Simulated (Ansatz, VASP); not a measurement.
**Two plane-wave programs on PbS**

```
Pb S
1.0
     2.07995   -5.99130    0.00000
     2.07995    5.99130    0.00000
     0.00000    0.00000    4.27932
Pb S
2 2
Direct
  0.86944 0.13056 0.75000
  0.13056 0.86944 0.25000
  0.64520 0.35480 0.75000
  0.35480 0.64520 0.25000
```

Alike in both runs: task single point; functional PBEsol; k mesh 6 × 6 × 6; no spin polarisation.

```csv
,VASP,Ansatz
version,VASP 6.6.1,Ansatz 0.2.0
potentials or method,"VASP PAW PBE potentials, release 64 (Pb_d, S)","plane waves, PAW"
plane-wave cutoff (eV),520,420
occupations,"gaussian, width 0.01 eV",fixed
valence electrons in the cell,40,40
```

```csv
,VASP,Ansatz,Ansatz less VASP
gap on the k mesh at the Fermi level (eV),1.13,1.13,0.000
```

VASP's potentials were made for PBE, not for PBEsol.

Neither program's run includes spin-orbit coupling.
